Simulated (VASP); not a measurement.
# Ag (Fm-3m) in VASP: single point with PBEsol

Aim: the single point of Ag with PBEsol.

All numbers are computed with VASP 6.6.1; they aren't measurements. Logs are shortened: lines on timing, memory, paths and dates and some standing lists are left out, and cuts for length are marked.

## Step 1: The cell of the first run

Symmetry: Fm-3m, No. 225, cubic system. Conventional cell: a = 4.054 Å, b = 4.054 Å, c = 4.054 Å, α = 90.00°, β = 90.00°, γ = 90.00°. Within 3.8 Å of Ag (site symmetry m-3m) lie 12 Ag at 2.87 Å.

## Step 2: Single point, PBEsol

INCAR

```
PREC = Accurate
ENCUT = 520
EDIFF = 1E-6
ISMEAR = -1
SIGMA = 0.1
LREAL = F
LASPH = T
NELM = 80
ALGO = Normal
ISIF = 2
LWAVE = F
LCHARG = F
GGA = PS
NBANDS = 24
```

KPOINTS

```
Automatic mesh
0
Gamma
  13 13 5
```

POSCAR

```
Ag
1.0
    0.0000000000      2.0272174536     -2.0272174536
   -2.0272174536      0.0000000000      2.0272174536
    4.0544349071      4.0544349071      4.0544349071
Ag
3
Direct
    0.0000000000      0.0000000000      0.0000000000
    0.3333333330      0.6666666670      0.3333333330
    0.6666666670      0.3333333330      0.6666666670
```

Potentials or basis: VASP PAW PBE potentials, release 64 (Ag).

Run with:

```console
> cat potpaw_PBE.64/Ag/POTCAR > POTCAR
> mpirun -np 1 vasp_std > vasp.out
```

OUTCAR:

```text
PREC = Accurate
   ENCUT = 520
   EDIFF = 1E-6
   ISMEAR = -1
   LREAL = F
   LASPH = T
   NELM = 80
   ISIF = 2
   GGA = PS

 ion  position               nearest neighbor table
   1  0.000  0.000  0.000-   2 2.87   3 2.87   3 2.87   2 2.87   3 2.87   2 2.87
   2  0.333  0.667  0.333-   1 2.87   1 2.87   1 2.87   3 2.87   3 2.87   3 2.87
   3  0.667  0.333  0.667-   1 2.87   1 2.87   1 2.87   2 2.87   2 2.87   2 2.87

  LATTYP: Found a hexagonal cell.
 ALAT       =     2.8669184168
 C/A-ratio  =     2.4494897427

  Lattice vectors:

 A1 = (   0.0000000000,   2.0272174536,  -2.0272174536)
 A2 = (  -2.0272174536,   0.0000000000,   2.0272174536)
 A3 = (   4.0544349071,   4.0544349071,   4.0544349071)

Analysis of symmetry for initial positions (statically):
=====================================================================
 Subroutine PRICEL returns following result:

  LATTYP: Found a face centered cubic cell.
 ALAT       =     4.0544349031

  Lattice vectors:

 A1 = (   2.0272174515,   2.0272174515,  -0.0000000000)
 A2 = (  -0.0000000021,   2.0272174515,   2.0272174536)
 A3 = (   2.0272174576,   0.0000000040,   2.0272174536)

   3 primitive cells build up your supercell.

 Routine SETGRP: Setting up the symmetry group for a
 hexagonal supercell.

 Subroutine GETGRP returns: Found 12 space group operations
 (whereof 12 operations were pure point group operations)
 out of a pool of 24 trial point group operations.

The static configuration has the point symmetry D_3d.

Analysis of symmetry for dynamics (positions and initial velocities):
=====================================================================
 Subroutine PRICEL returns following result:

  LATTYP: Found a face centered cubic cell.
 ALAT       =     4.0544349031

  Lattice vectors:

 A1 = (   2.0272174515,   2.0272174515,  -0.0000000000)
 A2 = (  -0.0000000021,   2.0272174515,   2.0272174536)
 A3 = (   2.0272174576,   0.0000000040,   2.0272174536)

   3 primitive cells build up your supercell.

 Routine SETGRP: Setting up the symmetry group for a
 hexagonal supercell.

 Subroutine GETGRP returns: Found 12 space group operations
 (whereof 12 operations were pure point group operations)
 out of a pool of 24 trial point group operations.

The dynamic configuration has the point symmetry D_3d.

 Subroutine INISYM returns: Found 12 space group operations
 (whereof 12 operations are pure point group operations),
 and found     3 'primitive' translations

----------------------------------------------------------------------------------------

                                     Primitive cell

  volume of cell :      16.6621

  direct lattice vectors                    reciprocal lattice vectors
     2.027217452  2.027217452 -0.000000000     0.246643496  0.246643497 -0.246643497
    -0.000000002  2.027217452  2.027217454    -0.246643496  0.246643496  0.246643496
     2.027217458  0.000000004  2.027217454     0.246643496 -0.246643496  0.246643496

  length of vectors
     2.866918414  2.866918415  2.866918420     0.427199067  0.427199067  0.427199067

  position of ions in fractional coordinates (direct lattice)
     0.000000000  0.000000000  0.000000000

  ion indices of the primitive-cell ions
   primitive index   ion index
                 1           1

----------------------------------------------------------------------------------------

 KPOINTS: Automatic mesh

Automatic generation of k-mesh.
 Grid dimensions read from file:
 generate k-points for:   13   13    5

 Generating k-lattice:

  Cartesian coordinates                     Fractional coordinates (reciprocal lattice)
    -0.012648384  0.025296769 -0.012648384     0.076923077  0.000000000  0.000000000
    -0.025296769  0.012648384  0.012648384     0.000000000  0.076923077  0.000000000
     0.016442900  0.016442900  0.016442900     0.000000000  0.000000000  0.200000000

  Length of vectors
     0.030982088  0.030982088  0.028479938

  Shift w.r.t. Gamma in fractional coordinates (k-lattice)
     0.000000000  0.000000000  0.000000000

 Subroutine IBZKPT returns following result:
 ===========================================

 Found     91 irreducible k-points:

 Following reciprocal coordinates:
            Coordinates               Weight
  0.000000  0.000000  0.000000      1.000000
  0.076923  0.000000  0.000000      6.000000
  0.153846  0.000000  0.000000      6.000000
  0.230769  0.000000  0.000000      6.000000
  0.307692  0.000000  0.000000      6.000000
  0.384615  0.000000  0.000000      6.000000
[... 16 lines left out ...]
  0.076923  0.000000  0.200000      6.000000
  0.000000  0.076923  0.200000      6.000000
 [... further k-points ...]
   k-points           NKPTS =     91   k-points in BZ     NKDIM =     91   number of bands    NBANDS=     24
   number of dos      NEDOS =    301   number of ions     NIONS =      3
   total plane-waves  NPLWV =  31104
   dimension x,y,z NGX =    24 NGY =   24 NGZ =   54
   dimension x,y,z NGXF=    48 NGYF=   48 NGZF=  108
   ions per type =               3
   NGX,Y,Z   is equivalent  to a cutoff of  13.92, 13.92, 12.78 a.u.
   NGXF,Y,Z  is equivalent  to a cutoff of  27.83, 27.83, 25.57 a.u.
 SYSTEM =  unknown system
   PREC   = accura    normal or accurate (medium, high low for compatibility)
   ISTART =      0    job   : 0-new  1-cont  2-samecut
   ICHARG =      2    charge: 1-file 2-atom 10-const
   ISPIN  =      1    spin polarized calculation?
   LNONCOLLINEAR =      F non collinear calculations
   LSORBIT =      F    spin-orbit coupling
   LASPH  =      T    aspherical Exc in radial PAW
   ENCUT  =  520.0 eV  38.22 Ry    6.18 a.u.   5.33  5.33 13.06*2*pi/ulx,y,z
   NELM   =     80;   NELMIN=  2; NELMDL= -5     # of ELM steps
   EDIFF  = 0.1E-05   stopping-criterion for ELM
   LREAL  =      F    real-space projection
   EDIFFG = 0.1E-04   stopping-criterion for IOM
   NSW    =      0    number of steps for IOM
   IBRION =     -1    ionic relax: 0-MD 1-quasi-New 2-CG
   NFREE  =      0    steps in history (QN), initial steepest desc. (CG)
   ISIF   =      2    stress and relaxation
   ISYM   =      2    0-nonsym 1-usesym 2-fastsym
   POTIM  = 0.5000    time-step for ionic-motion
   TEBEG  =    0.0;   TEEND  =   0.0 temperature during run
   PSTRESS=    0.0 pullay stress
   NELECT =      33.0000    total number of electrons
   NUPDOWN=      -1.0000    fix difference up-down
   EMIN   =  10.00;   EMAX   =-10.00  energy-range for DOS
   EFERMI =   0.00;   METHOD = LEGACY
   ISMEAR =    -1;   SIGMA  =   0.10  broadening in eV -4-tet -1-fermi 0-gaus
   EFERMI_NEDOS =   21; number of points for ismear=-14 and -15
   IALGO  =     38    algorithm
   IMIX   =      4    mixing-type and parameters
     AMIX     =   0.40;   BMIX     =  1.00
     AMIX_MAG =   1.60;   BMIX_MAG =  1.00
  volume/ion in A,a.u.               =      16.66       112.44
  Fermi-wavevector in a.u.,A,eV,Ry     =   1.425483  2.693772 27.647065  2.032002
  Thomas-Fermi vector in A             =   2.545862
   LORBIT       =      0    0 simple, 1 ext, 2 COOP (PROOUT), +10 PAW based schemes
   GGA     = PS    functional components
   LHFCALC =     F    Hartree Fock is set to
   AEXX    =    0.0000 exact exchange contribution
   IVDW    =     0    specifies the selected vdW correction
   LEPSILON=     F    determine dielectric tensor
   LRPA    =     F    only Hartree local field effects (RPA)
 non-spin polarized calculation
  energy-cutoff  :      520.00
  volume of cell :       49.99
 maximum number of plane-waves:      1368
 NGX is ok and might be reduce to    24
   NGX = 11   NGY = 11   NGZ = 27

 number of electron      32.9999996 magnetization

 Free energy of the ion-electron system (eV)
  ---------------------------------------------------
  ext. energy  EPLUGINS =         0.00000000
  ---------------------------------------------------
  free energy    TOTEN  =        -9.94643160 eV

  energy without entropy =       -9.92360822  energy(sigma->0) =       -9.93501991

 E-fermi :   8.6683     XC(G=0): -12.5506

 val. band max:        8.6116826706   @ k =   0.1538   0.0769   0.2000
 cond. band min:       8.6892081219   @ k =   0.4615   0.0000   0.4000
 fundamental gap:      0.0775254513
 Fermi energy:         8.6683289352

 k-point     1 :       0.0000    0.0000    0.0000
  band No.  band energies     occupation
      1       0.5528      2.00000
      2       2.1272      2.00000
      3       2.1272      2.00000
      4       3.6962      2.00000
      5       3.6962      2.00000
      6       3.6990      2.00000
[... 16 lines left out ...]
     23      24.5889      0.00000
     24      27.7220      0.00000

 k-point     2 :       0.0769    0.0000    0.0000
  band No.  band energies     occupation
      1       0.7201      2.00000
      2       2.2408      2.00000
      3       2.2541      2.00000
      4       3.6480      2.00000
      5       3.7484      2.00000
      6       3.7501      2.00000
[... 16 lines left out ...]
     23      24.6332      0.00000
     24      25.9454      0.00000

 k-point     3 :       0.1538    0.0000    0.0000
  band No.  band energies     occupation
      1       1.1924      2.00000
      2       2.4707      2.00000
      3       2.6131      2.00000
      4       3.5337      2.00000
      5       3.5658      2.00000
      6       3.5951      2.00000
[... 16 lines left out ...]
     23      24.0026      0.00000
     24      24.1280      0.00000

 k-point     4 :       0.2308    0.0000    0.0000
  band No.  band energies     occupation
      1       1.8359      2.00000
      2       2.5249      2.00000
      3       3.0184      2.00000
      4       3.0588      2.00000
      5       3.3465      2.00000
      6       3.4632      2.00000
[... 16 lines left out ...]
     23      21.8832      0.00000
     24      22.4478      0.00000

 k-point     5 :       0.3077    0.0000    0.0000
  band No.  band energies     occupation
      1       2.2923      2.00000
      2       2.3589      2.00000
      3       2.5591      2.00000
      4       2.9176      2.00000
      5       3.4039      2.00000
      6       3.6532      2.00000
[... 16 lines left out ...]
     23      19.4995      0.00000
     24      21.0107      0.00000

 k-point     6 :       0.3846    0.0000    0.0000
  band No.  band energies     occupation
      1       2.1387      2.00000
      2       2.2720      2.00000
      3       2.3893      2.00000
      4       2.6542      2.00000
      5       3.3611      2.00000
      6       3.6624      2.00000
[... 16 lines left out ...]
     23      19.9345      0.00000
     24      19.9727      0.00000
[... 379 lines left out ...]
 k-point    21 :       0.3077    0.3077    0.0000
  band No.  band energies     occupation
      1       2.6147      2.00000
      2       2.6147      2.00000
      3       2.8446      2.00000
      4       3.1621      2.00000
      5       3.1621      2.00000
      6       3.4909      2.00000
[... 16 lines left out ...]
     23      16.4731      0.00000
     24      16.5867      0.00000

 k-point    22 :       0.0000    0.0000    0.2000
  band No.  band energies     occupation
      1       0.6942      2.00000
      2       2.0501      2.00000
      3       2.0721      2.00000
      4       3.6650      2.00000
      5       3.7286      2.00000
      6       3.7286      2.00000
[... 16 lines left out ...]
     23      25.1018      0.00000
     24      27.0574      0.00000

 k-point    23 :       0.0769    0.0000    0.2000
  band No.  band energies     occupation
      1       0.8596      2.00000
      2       2.1780      2.00000
      3       2.1969      2.00000
      4       3.5751      2.00000
      5       3.6570      2.00000
      6       3.7290      2.00000
[... 16 lines left out ...]
     23      24.7152      0.00000
     24      25.7480      0.00000

 k-point    24 :       0.0000    0.0769    0.2000
  band No.  band energies     occupation
      1       0.8579      2.00000
      2       2.1841      2.00000
      3       2.1868      2.00000
      4       3.6160      2.00000
      5       3.6779      2.00000
      6       3.7381      2.00000
[... 16 lines left out ...]
     23      24.9733      0.00000
     24      25.6313      0.00000

 [... further k-points ...]

------------------------ aborting loop because EDIFF is reached ----------------------------------------

  FORCE on cell =-STRESS in cart. coord.  units (eV):
  Direction    XX          YY          ZZ          XY          YZ          ZX
  --------------------------------------------------------------------------------------
  -------------------------------------------------------------------------------------
  Total       -0.1095691     -0.1095691     -0.1095691      0.0999647      0.0999647      0.0999647
  in kB       -3.5119338     -3.5119338     -3.5119338      3.2040907      3.2040907      3.2040907
  external PRESSURE =      -3.5119338 kB  Pullay stress =       0.0000000 kB

 VOLUME and BASIS-vectors are now :
 -----------------------------------------------------------------------------
  energy-cutoff  :      520.00
  volume of cell :       49.99
      direct lattice vectors                 reciprocal lattice vectors
     0.000000000  2.027217454 -2.027217454    -0.164428997  0.328857995 -0.164428997
    -2.027217454  0.000000000  2.027217454    -0.328857995  0.164428997  0.164428997
     4.054434907  4.054434907  4.054434907     0.082214499  0.082214499  0.082214499

 POSITION                                       TOTAL-FORCE (eV/Angst)
 -----------------------------------------------------------------------------------
      0.00000      0.00000      0.00000        -0.000000      0.000000     -0.000000
     -0.00000      2.02722      2.02722        -0.000000      0.000000      0.000000
      2.02722      4.05443      2.02722         0.000000     -0.000000     -0.000000
 -----------------------------------------------------------------------------------
    total drift:                               -0.000000     -0.000000     -0.000000

  FREE ENERGIE OF THE ION-ELECTRON SYSTEM (eV)
  ---------------------------------------------------
  free  energy   TOTEN  =        -9.9464316028 eV

  energy  without entropy=       -9.9236082192  energy(sigma->0) =       -9.93501991
```

It took 27 s on 1 thread of Intel Xeon 6975P-C (Granite Rapids), shared host; peak memory 0.23 GiB.

Results:

```
Free energy : -9.9464 eV
Pressure    : -0.4 GPa
```

Levels at points of the mesh, in eV from the Fermi level:
```
           k point  band 13  band 14  band 15  band 16  band 17  band 18  band 19  band 20  band 21  band 22
(0.00, 0.00, 0.00)    -3.55    -3.55    -3.44    -3.44    -3.44    -3.44     7.97     7.97    15.91    15.91
```

Caveat: the PAW data sets were made with another functional, which shifts forces and pressure a little.
